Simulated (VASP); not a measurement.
# Ge (P6_3/mmc) in VASP: notebook

Runs on Ge. Level: revPBE. Tasks: single point, relaxation of cell and atoms.

Everything below comes from runs of VASP 6.6.1. Logs are shortened: lines on timing, memory, paths and dates and some standing lists are left out, and cuts for length are marked.

## Step 1: The cell of the first run

The structure is hexagonal, space group P6_3/mmc (No. 194). Conventional cell: a = 3.086 Å, b = 3.086 Å, c = 4.780 Å, α = 90.00°, β = 90.00°, γ = 120.00°. Ge (site symmetry -6m2) has 12 Ge at 2.98 to 3.09 Å within 3.9 Å.

## Step 2: Single point, revPBE

INCAR

```
ALGO = Normal ; EDIFF = 1E-6
ENCUT = 520 ; GGA = RE
ISIF = 2 ; ISMEAR = -1
LASPH = T ; LCHARG = F
LREAL = F ; LWAVE = F
NBANDS = 21 ; NELM = 60
PREC = Accurate ; SIGMA = 0.1
```

KPOINTS

```
k-points
0
Gamma
  13 13 8
```

POSCAR

```
Ge
1.0
    3.0855885071      0.0000000000      0.0000000000
   -1.5427942536      2.6721980328      0.0000000000
    0.0000000000      0.0000000000      4.7798185076
Ge
2
Direct
    0.3333333333      0.6666666667      0.2500000000
    0.6666666667      0.3333333333      0.7500000000
```

Potentials or basis: VASP PAW PBE potentials, release 64 (Ge_d).

On the command line:

```
$ cat potpaw_PBE.64/Ge_d/POTCAR > POTCAR
$ mpirun -np 1 vasp_std > vasp.out
```

OUTCAR:

```text
EDIFF = 1E-6
   ENCUT = 520
   GGA = RE
   ISIF = 2
   ISMEAR = -1
   LASPH = T
   LREAL = F
   NELM = 60
   PREC = Accurate

 ion  position               nearest neighbor table
   1  0.333  0.667  0.250-
   2  0.667  0.333  0.750-

  LATTYP: Found a hexagonal cell.
 ALAT       =     3.0855885071
 C/A-ratio  =     1.5490784000

  Lattice vectors:

 A1 = (   3.0855885071,   0.0000000000,   0.0000000000)
 A2 = (  -1.5427942536,   2.6721980328,   0.0000000000)
 A3 = (   0.0000000000,   0.0000000000,   4.7798185076)

Analysis of symmetry for initial positions (statically):
=====================================================================
 Subroutine PRICEL returns:
 Original cell was already a primitive cell.

 Routine SETGRP: Setting up the symmetry group for a
 hexagonal supercell.

 Subroutine GETGRP returns: Found 24 space group operations
 (whereof 12 operations were pure point group operations)
 out of a pool of 24 trial point group operations.

The static configuration has the point symmetry D_3d.
 The point group associated with its full space group is D_6h.

Analysis of symmetry for dynamics (positions and initial velocities):
=====================================================================
 Subroutine PRICEL returns:
 Original cell was already a primitive cell.

 Routine SETGRP: Setting up the symmetry group for a
 hexagonal supercell.

 Subroutine GETGRP returns: Found 24 space group operations
 (whereof 12 operations were pure point group operations)
 out of a pool of 24 trial point group operations.

The dynamic configuration has the point symmetry D_3d.
 The point group associated with its full space group is D_6h.

 Subroutine INISYM returns: Found 24 space group operations
 (whereof 12 operations are pure point group operations),
 and found     1 'primitive' translations

----------------------------------------------------------------------------------------

                                     Primitive cell

  volume of cell :      39.4111

  direct lattice vectors                    reciprocal lattice vectors
     3.085588507  0.000000000  0.000000000     0.324087284  0.187111881  0.000000000
    -1.542794254  2.672198033  0.000000000     0.000000000  0.374223762  0.000000000
     0.000000000  0.000000000  4.779818508     0.000000000  0.000000000  0.209212965

[... 77 lines left out ...]
   ISPIN  =      1    spin polarized calculation?
   LNONCOLLINEAR =      F non collinear calculations
   LSORBIT =      F    spin-orbit coupling
   LASPH  =      T    aspherical Exc in radial PAW
   ENCUT  =  520.0 eV  38.22 Ry    6.18 a.u.   5.74  5.74  8.89*2*pi/ulx,y,z
   NELM   =     60;   NELMIN=  2; NELMDL= -5     # of ELM steps
   EDIFF  = 0.1E-05   stopping-criterion for ELM
   LREAL  =      F    real-space projection
   EDIFFG = 0.1E-04   stopping-criterion for IOM
   NSW    =      0    number of steps for IOM
   IBRION =     -1    ionic relax: 0-MD 1-quasi-New 2-CG
   NFREE  =      0    steps in history (QN), initial steepest desc. (CG)
   ISIF   =      2    stress and relaxation
   ISYM   =      2    0-nonsym 1-usesym 2-fastsym
   POTIM  = 0.5000    time-step for ionic-motion
   TEBEG  =    0.0;   TEEND  =   0.0 temperature during run
   PSTRESS=    0.0 pullay stress
   NELECT =      28.0000    total number of electrons
   NUPDOWN=      -1.0000    fix difference up-down
   EMIN   =  10.00;   EMAX   =-10.00  energy-range for DOS
   EFERMI =   0.00;   METHOD = LEGACY
   ISMEAR =    -1;   SIGMA  =   0.10  broadening in eV -4-tet -1-fermi 0-gaus
   EFERMI_NEDOS =   21; number of points for ismear=-14 and -15
   IALGO  =     38    algorithm
   IMIX   =      4    mixing-type and parameters
     AMIX     =   0.40;   BMIX     =  1.00
     AMIX_MAG =   1.60;   BMIX_MAG =  1.00
  volume/ion in A,a.u.               =      19.71       132.98
  Fermi-wavevector in a.u.,A,eV,Ry     =   1.460791  2.760495 29.033622  2.133911
  Thomas-Fermi vector in A             =   2.577199
   LORBIT       =      0    0 simple, 1 ext, 2 COOP (PROOUT), +10 PAW based schemes
   GGA     = RE    functional components
   LHFCALC =     F    Hartree Fock is set to
   AEXX    =    0.0000 exact exchange contribution
   IVDW    =     0    specifies the selected vdW correction
   LEPSILON=     F    determine dielectric tensor
   LRPA    =     F    only Hartree local field effects (RPA)
 non-spin polarized calculation
  energy-cutoff  :      520.00
  volume of cell :       39.41
 maximum number of plane-waves:      1085
 NGX is ok and might be reduce to    24
   NGX = 11   NGY = 11   NGZ = 17

 number of electron      27.9999982 magnetization

 Free energy of the ion-electron system (eV)
  ---------------------------------------------------
  ext. energy  EPLUGINS =         0.00000000
  ---------------------------------------------------
  free energy    TOTEN  =        -7.74627985 eV

  energy without entropy =       -7.69902976  energy(sigma->0) =       -7.72265480

 E-fermi :   6.4077     XC(G=0): -11.0071

 val. band max:        6.4061105568   @ k =   0.3846   0.1538   0.3750
 cond. band min:       6.4195878056   @ k =   0.3077   0.2308   0.1250
 fundamental gap:      0.0134772488
 Fermi energy:         6.4077430898

 k-point     1 :       0.0000    0.0000    0.0000
  band No.  band energies     occupation
      1     -18.3601      2.00000
      2     -18.3551      2.00000
      3     -18.3551      2.00000
      4     -18.3485      2.00000
      5     -18.3479      2.00000
      6     -18.3478      2.00000
[... 565 lines left out ...]
     20      19.0830      0.00000
     21      19.4845      0.00000

 [... further k-points ...]

------------------------ aborting loop because EDIFF is reached ----------------------------------------

  FORCE on cell =-STRESS in cart. coord.  units (eV):
  Direction    XX          YY          ZZ          XY          YZ          ZX
  --------------------------------------------------------------------------------------
  -------------------------------------------------------------------------------------
  Total       -0.0442858     -0.0442858      0.2320225      0.0000000      0.0000000     -0.0000000
  in kB       -1.8003486     -1.8003486      9.4324087      0.0000000      0.0000000     -0.0000000
  external PRESSURE =       1.9439039 kB  Pullay stress =       0.0000000 kB

 VOLUME and BASIS-vectors are now :
 -----------------------------------------------------------------------------
  energy-cutoff  :      520.00
  volume of cell :       39.41
      direct lattice vectors                 reciprocal lattice vectors
     3.085588507  0.000000000  0.000000000     0.324087284  0.187111881  0.000000000
    -1.542794254  2.672198033  0.000000000     0.000000000  0.374223762  0.000000000
     0.000000000  0.000000000  4.779818508     0.000000000  0.000000000  0.209212965

 POSITION                                       TOTAL-FORCE (eV/Angst)
 -----------------------------------------------------------------------------------
     -0.00000      1.78147      1.19495        -0.000000      0.000000      0.000000
      1.54279      0.89073      3.58486         0.000000     -0.000000      0.000000
 -----------------------------------------------------------------------------------
    total drift:                                0.000000     -0.000000      0.000000

  FREE ENERGIE OF THE ION-ELECTRON SYSTEM (eV)
  ---------------------------------------------------
  free  energy   TOTEN  =        -7.7462798505 eV

  energy  without entropy=       -7.6990297586  energy(sigma->0) =       -7.72265480
```

Run time: 21 s. Hardware: 1 thread of Intel Xeon 6975P-C (Granite Rapids), shared host; peak memory 0.19 GiB.

Results:

| Quantity | Value |
| --- | --- |
| Free energy | -7.7463 eV |
| Pressure | 0.2 GPa |
| Band gap on the k mesh | zero (band 14 reaches 12.56 eV, above the bottom of band 15 at 3.95 eV) |

Levels at points of the mesh, in eV from the Fermi level:
| k point | band 12 | band 13 | band 14 | band 15 | band 16 | band 17 |
| --- | --- | --- | --- | --- | --- | --- |
| (0.00, 0.00, 0.00) | -7.16 | -5.10 | 5.84 | 5.84 | 7.87 | 7.87 |
| (0.00, 0.00, 0.50) | -11.18 | 1.99 | 1.99 | 6.94 | 6.94 | 6.94 |

Caveat: the PAW data sets were made with another functional, which shifts forces and pressure a little.

## Step 3: Single point, revPBE (volume scaled by 1.04)

INCAR

```
PREC     = Accurate       # precision mode
ENCUT    = 520            # plane-wave cutoff, eV
EDIFF    = 1E-7           # SCF threshold, eV
ISMEAR   = -1             # smearing method
SIGMA    = 0.1            # smearing width, eV
LREAL    = False          # projectors in reciprocal space
LASPH    = True           # aspherical terms in the spheres
NELM     = 100            # most SCF steps
ALGO     = Normal         # electronic algorithm
ISIF     = 2              # what is computed and relaxed
LWAVE    = False          # write WAVECAR
LCHARG   = False          # write CHGCAR
GGA      = RE             # functional
NBANDS   = 21             # bands
```

KPOINTS

```
Automatic mesh
0
Gamma
  13 13 8
```

POSCAR

```
Ge
1.0
    3.1261930123      0.0000000000      0.0000000000
   -1.5630965061      2.7073625658      0.0000000000
    0.0000000000      0.0000000000      4.8427180695
Ge
2
Direct
    0.3333333333      0.6666666667      0.2500000000
    0.6666666667      0.3333333333      0.7500000000
```

Potentials or basis: VASP PAW PBE potentials, release 64 (Ge_d).

On the command line:

```
$ cat potpaw_PBE.64/Ge_d/POTCAR > POTCAR
$ mpirun -np 1 vasp_std > vasp.out
```

Wall time 21 s (1 thread of Intel Xeon 6975P-C (Granite Rapids), shared host); peak memory 0.19 GiB.

It converged, with:

* Free energy: -7.7387 eV
* Pressure: -1.9 GPa
* Band gap on the k mesh: zero (band 14 reaches 11.92 eV, above the bottom of band 15 at 3.68 eV)

Stress tensor (GPa, compression positive):
```
-2.26  0.00  0.00
 0.00 -2.26  0.00
 0.00  0.00 -1.03
```

Levels at points of the mesh, in eV from the Fermi level:
```csv
k point,band 11,band 12,band 13,band 14,band 15,band 16,band 17,band 18
"(0.00, 0.00, 0.00)",-12.50,-7.11,-4.88,5.62,5.62,7.57,7.57,9.15
"(0.00, 0.00, 0.50)",-10.92,-10.92,1.89,1.89,6.66,6.66,6.66,6.66
```

Caveat: the cell differs from its parent crystal (volume scaled by 1.04); the PAW data sets were made with another functional, which shifts forces and pressure a little.

## Step 4: Single point, revPBE (volume scaled by 1.12)

INCAR

```
PREC = Accurate
ENCUT = 520
EDIFF = 1E-7
ISMEAR = -1
SIGMA = 0.1
LREAL = F
LASPH = T
NELM = 100
ALGO = Normal
ISIF = 2
LWAVE = F
LCHARG = F
GGA = RE
NBANDS = 21
```

KPOINTS is that of step 3.

POSCAR

```
Ge
1.0
    3.2043800248      0.0000000000      0.0000000000
   -1.6021900124      2.7750745048      0.0000000000
    0.0000000000      0.0000000000      4.9638358817
Ge
2
Direct
    0.3333333333      0.6666666667      0.2500000000
    0.6666666667      0.3333333333      0.7500000000
```

On the command line:

```
$ cat potpaw_PBE.64/Ge_d/POTCAR > POTCAR
$ mpirun -np 1 vasp_std > vasp.out
```

Wall time 28 s (1 thread of Intel Xeon 6975P-C (Granite Rapids), shared host); peak memory 0.2 GiB.

Results (log left out):

* Free energy: -7.6713 eV
* Pressure: -4.9 GPa
* Band gap on the k mesh: zero (band 14 reaches 10.76 eV, above the bottom of band 15 at 3.20 eV)

Stress tensor (GPa, compression positive):
```
-5.42  0.00  0.00
 0.00 -5.42  0.00
 0.00  0.00 -3.95
```

Levels at points of the mesh, in eV from the Fermi level:
```tsv
k point	band 12	band 13	band 14	band 15	band 16	band 17
(0.00, 0.00, 0.00)	-7.05	-4.48	5.21	5.21	7.02	7.02
(0.00, 0.00, 0.50)	-10.46	1.70	1.70	6.15	6.15	6.15
```

Caveat: the cell differs from its parent crystal (volume scaled by 1.12); the PAW data sets were made with another functional, which shifts forces and pressure a little.

## Step 5: Relaxation of cell and atoms, revPBE

This run uses another cell than the first one, of 19.24 Å³/atom, 0.976 times its volume.

INCAR

```
ALGO = Normal ; EDIFF = 1E-7
EDIFFG = -0.01 ; ENCUT = 600
GGA = RE ; IBRION = 2
ISIF = 3 ; ISMEAR = -1
LASPH = True ; LCHARG = False
LREAL = False ; LWAVE = False
NELM = 60 ; NSW = 80
PREC = Accurate ; SIGMA = 0.1
```

KPOINTS

```
k-points
0
Gamma
  12 12 7
```

POSCAR

```
Ge
1.0
    3.0076538696      0.0000000000      0.0000000000
   -1.5038269348      2.6047046568      0.0000000000
    0.0000000000      0.0000000000      4.9114987690
Ge
2
Direct
    0.3333333333      0.6666666667      0.2500000000
    0.6666666667      0.3333333333      0.7500000000
```

Potentials or basis: VASP PAW PBE potentials, release 64 (Ge_d).

On the command line:

```
$ cat potpaw_PBE.64/Ge_d/POTCAR > POTCAR
$ mpirun -np 1 vasp_std > vasp.out
```

OUTCAR:

```text
EDIFF = 1E-7
   EDIFFG = -0.01
   ENCUT = 600
   GGA = RE
   IBRION = 2
   ISIF = 3
   ISMEAR = -1
   LASPH = True
   LREAL = False
   NELM = 60
   NSW = 80
   PREC = Accurate

 ion  position               nearest neighbor table
   1  0.333  0.667  0.250-
   2  0.667  0.333  0.750-

  LATTYP: Found a hexagonal cell.
 ALAT       =     3.0076538696
 C/A-ratio  =     1.6330000000

  Lattice vectors:

 A1 = (   3.0076538696,   0.0000000000,   0.0000000000)
 A2 = (  -1.5038269348,   2.6047046568,   0.0000000000)
 A3 = (   0.0000000000,   0.0000000000,   4.9114987690)

Analysis of symmetry for initial positions (statically):
=====================================================================
 Subroutine PRICEL returns:
 Original cell was already a primitive cell.

 Routine SETGRP: Setting up the symmetry group for a
 hexagonal supercell.

 Subroutine GETGRP returns: Found 24 space group operations
 (whereof 12 operations were pure point group operations)
 out of a pool of 24 trial point group operations.

The static configuration has the point symmetry D_3d.
[... 169 lines left out ...]
  --------------------------------------------------------------------------------------
  -------------------------------------------------------------------------------------
  Total        0.5632464      0.5632464     -0.0968246      0.0000000     -0.0000000      0.0000000
  in kB       23.4535529     23.4535529     -4.0317734      0.0000000     -0.0000000      0.0000000
  external PRESSURE =      14.2917774 kB  Pullay stress =       0.0000000 kB
[... 203 lines left out ...]
--------------------------------------- Ionic step        7  -------------------------------------------

 number of electron      27.9999981 magnetization

 Free energy of the ion-electron system (eV)
  ---------------------------------------------------
  ext. energy  EPLUGINS =         0.00000000
  ---------------------------------------------------
  free energy    TOTEN  =        -7.78302067 eV

  energy without entropy =       -7.75492219  energy(sigma->0) =       -7.76897143

 E-fermi :   6.4257     XC(G=0): -11.0020

 val. band max:        6.4188449289   @ k =   0.2500   0.0000   0.4286
 cond. band min:       6.4736165566   @ k =   0.4167   0.0833   0.1429
 fundamental gap:      0.0547716277
 Fermi energy:         6.4256972461

 k-point     1 :       0.0000    0.0000    0.0000
  band No.  band energies     occupation
      1     -18.3712      2.00000
      2     -18.3681      2.00000
      3     -18.3681      2.00000
      4     -18.3609      2.00000
      5     -18.3609      2.00000
      6     -18.3596      2.00000
[... 481 lines left out ...]
      5     -18.3352      2.00000
      6     -18.3249      2.00000
[... 10 lines left out ...]
     17      11.3522      0.00000
     18      13.0872      0.00000

 [... further k-points ...]

------------------------ aborting loop because EDIFF is reached ----------------------------------------

  FORCE on cell =-STRESS in cart. coord.  units (eV):
  Direction    XX          YY          ZZ          XY          YZ          ZX
  --------------------------------------------------------------------------------------
  -------------------------------------------------------------------------------------
  Total        0.0044119      0.0044119      0.0101331      0.0000000     -0.0000000      0.0000000
  in kB        0.1791676      0.1791676      0.4115051      0.0000000     -0.0000000      0.0000000
  external PRESSURE =       0.2566134 kB  Pullay stress =       0.0000000 kB
[... 17 lines left out ...]
  FREE ENERGIE OF THE ION-ELECTRON SYSTEM (eV)
  ---------------------------------------------------
  free  energy   TOTEN  =        -7.7830206704 eV

  energy  without entropy=       -7.7549221854  energy(sigma->0) =       -7.76897143

 reached required accuracy - stopping structural energy minimisation
```

OSZICAR:

```text
N       E                     dE             d eps       ncg     rms          rms(c)
DAV:   1     0.159444338840E+03    0.15944E+03   -0.16382E+04  2840   0.479E+03
DAV:   2     0.110977115483E+02   -0.14835E+03   -0.14619E+03  2736   0.543E+02
DAV:   3    -0.723134787235E+01   -0.18329E+02   -0.18035E+02  3122   0.140E+02
DAV:   4    -0.778262685882E+01   -0.55128E+00   -0.54387E+00  3242   0.272E+01
[... 64 lines left out ...]
DAV:   3    -0.778308291625E+01    0.85819E-03   -0.15453E-03  3538   0.703E-01    0.368E-02
DAV:   4    -0.778302173632E+01    0.61180E-04   -0.16385E-04  3106   0.260E-01    0.775E-03
DAV:   5    -0.778302111868E+01    0.61764E-06   -0.91531E-06  3298   0.560E-02    0.471E-03
DAV:   6    -0.778302070417E+01    0.41451E-06   -0.48255E-07  2764   0.130E-02    0.190E-04
DAV:   7    -0.778302067037E+01    0.33799E-07   -0.27245E-08  1380   0.277E-03
   7 F= -.77830207E+01 E0= -.77689714E+01  d E =-.136342E-02
```

Run time: 82 s. Hardware: 1 thread of Intel Xeon 6975P-C (Granite Rapids), shared host; peak memory 0.19 GiB.

What came out:

- Free energy: -7.7830 eV
- Relaxed volume: 19.73 Å³/atom
- Relaxed cell: a = 3.087 Å, b = 3.087 Å, c = 4.781 Å, α = 90.00°, β = 90.00°, γ = 120.00°
- Space group after relaxing (to 0.05 Å): P6_3/mmc (No. 194)
- Energy gained by relaxing: 9.9 meV/atom
- Ionic steps: 7
- Pressure after relaxing: 0.0 GPa
- Band gap on the k mesh: zero (band 14 reaches 12.40 eV, above the bottom of band 15 at 3.78 eV)

Step by step:
| step | energy change (eV) | largest force (eV/Å) | pressure (GPa) | volume (Å³) |
| --- | --- | --- | --- | --- |
| 1 | 0.0000 | 0.0000 | 1.43 | 38.48 |
| 2 | -0.0110 | 0.0000 | -0.06 | 39.44 |
| 3 | -0.0129 | 0.0000 | -1.04 | 40.12 |
| 4 | -0.0185 | 0.0000 | -0.83 | 40.00 |
| 5 | -0.0185 | 0.0000 | -0.82 | 39.99 |
| 6 | -0.0198 | 0.0000 | 0.20 | 39.32 |
| 7 | -0.0199 | 0.0000 | 0.03 | 39.45 |

Final structure:
```xyz
2
Lattice="3.0867 0.0000 0.0000 -1.5434 2.6732 0.0000 0.0000 0.0000 4.7814" Properties=species:S:1:pos:R:3 pbc="T T T"
Ge    0.0000    1.7821    1.1953
Ge    1.5434    0.8911    3.5860
```

Caveat: the PAW data sets were made with another functional, which shifts forces and pressure a little.

## Step 6: The runs side by side

```tsv
task	cell	k mesh	cutoff (eV)	gap on the mesh (eV)	pressure (GPa)
single point	a = 3.086, b = 3.086, c = 4.780 Å, angles 90.0, 90.0, 120.0°, 2 atoms	13 × 13 × 8	520	none	0.2
single point	a = 3.126, b = 3.126, c = 4.843 Å, angles 90.0, 90.0, 120.0°, 2 atoms	13 × 13 × 8	520	none	-1.9
single point	a = 3.204, b = 3.204, c = 4.964 Å, angles 90.0, 90.0, 120.0°, 2 atoms	13 × 13 × 8	520	none	-4.9
relaxation of cell and atoms	relaxed from a = 3.008, b = 3.008, c = 4.911 Å, angles 90.0, 90.0, 120.0°, 2 atoms	12 × 12 × 7	600	none	0.0
```

Alike in all rows: level revPBE; potentials or basis VASP PAW PBE potentials, release 64 (Ge_d); no spin polarisation; smearing fermi-dirac 0.1 eV.

Caveats: the PAW data sets were made with another functional, which shifts forces and pressure a little.

Absolute energies hang on the potentials; compare differences alone.
